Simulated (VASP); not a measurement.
V: single point with LDA

V:

```
V
1.0
    -1.46365    1.46365    1.46365
     1.46365   -1.46365    1.46365
     1.46365    1.46365   -1.46365
V
1
Cartesian
  0.0000 0.0000 0.0000
```

| Property | Result |
| --- | --- |
| Program | VASP 6.6.1 |
| Task | single point |
| Functional | LDA |
| Potentials or basis | VASP PAW LDA potentials, release 64 (V_sv) |
| Cutoff | 520 eV |
| k mesh | 12 × 12 × 12 |
| Occupations | fermi-dirac, width 0.1 eV |
| Spin | no spin polarisation |
| Dipole correction | no |
| Further INCAR settings | ALGO = Normal; EDIFF = 1e-06; NBANDS = 12 |

```json
{"Pressure": "0.2 GPa"}
```

Levels at points of the mesh, in eV from the Fermi level:
```csv
k point,band 3,band 4,band 5,band 6,band 7,band 8,band 9,band 10
"(0.00, 0.00, 0.00)",-36.47,-36.47,-6.68,0.38,0.38,0.38,2.57,2.57
"(0.50, 0.00, 0.00)",-36.82,-36.48,-3.45,-1.32,2.00,2.60,2.98,4.52
"(0.50, 0.50, 0.50)",-37.25,-37.25,-3.38,-3.38,4.07,4.07,4.07,10.89
```

It took 10 s on 1 thread of AMD EPYC 7R13, with other jobs on the host, peak memory 0.09 GiB.
